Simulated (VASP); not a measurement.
A run of VASP 6.6.1 is set up as follows.

The input POSCAR:

```
GdN
1.0
    3.3263568600      0.0000000000      0.0000000000
   -1.6631784300      2.8807095500      0.0000000000
    0.0000000000      0.0000000000      3.2463595000
Gd N
1 1
Direct
    0.0000000000      0.0000000000      0.0000000000
    0.6666666667      0.3333333333      0.5000000000
```

INCAR.step1

```
ALGO = Normal
EDIFF = 1E-4
ENCUT = 520
GGA = PE
ISMEAR = 0
ISPIN = 2
LASPH = T
LCHARG = F
LDAU = T
LDAUJ = 0 0
LDAUL = 3 -1
LDAUTYPE = 2
LDAUU = 3 0
LMAXMIX = 6
LREAL = F
LWAVE = T
MAGMOM = 7.66 -0.15
NBANDS = 22
NELM = 150
PREC = Accurate
SIGMA = 0.05
```

File INCAR.step2:

```
ALGO = Normal
EDIFF = 1E-7
ENCUT = 520
ISIF = 2
ISMEAR = 0
ISPIN = 2
ISTART = 1
LASPH = T
LCHARG = F
LDAU = T
LDAUJ = 0 0
LDAUL = 3 -1
LDAUPRINT = 1
LDAUTYPE = 2
LDAUU = 3 0
LMAXMIX = 6
LMIXTAU = T
LORBIT = 11
LREAL = F
LWAVE = F
MAGMOM = 7.66 -0.15
METAGGA = R2SCAN
NBANDS = 22
NELM = 150
PREC = Accurate
SIGMA = 0.05
```

File KPOINTS:

```
k-points
0
Gamma
  7 7 6
```

Potentials or basis: VASP PAW PBE potentials, release 64 (Gd, N).

Run with:

```console
$ cat potpaw_PBE.64/Gd/POTCAR potpaw_PBE.64/N/POTCAR > POTCAR
$ cp INCAR.step1 INCAR
$ mpirun -np 1 vasp_std > vasp.out
$ cp INCAR.step2 INCAR
$ mpirun -np 1 vasp_std > vasp.out
```

(1) What does it give for the pressure?

(2) Estimate the site moments.

## Answers

(1) -2.9 GPa.

(2) Gd +6.82; N -0.11 μB.

Caveat: the PAW data sets were made with another functional, which shifts forces and pressure a little; a cell with one magnetic atom can't hold antiferromagnetic order, which such compounds often take.
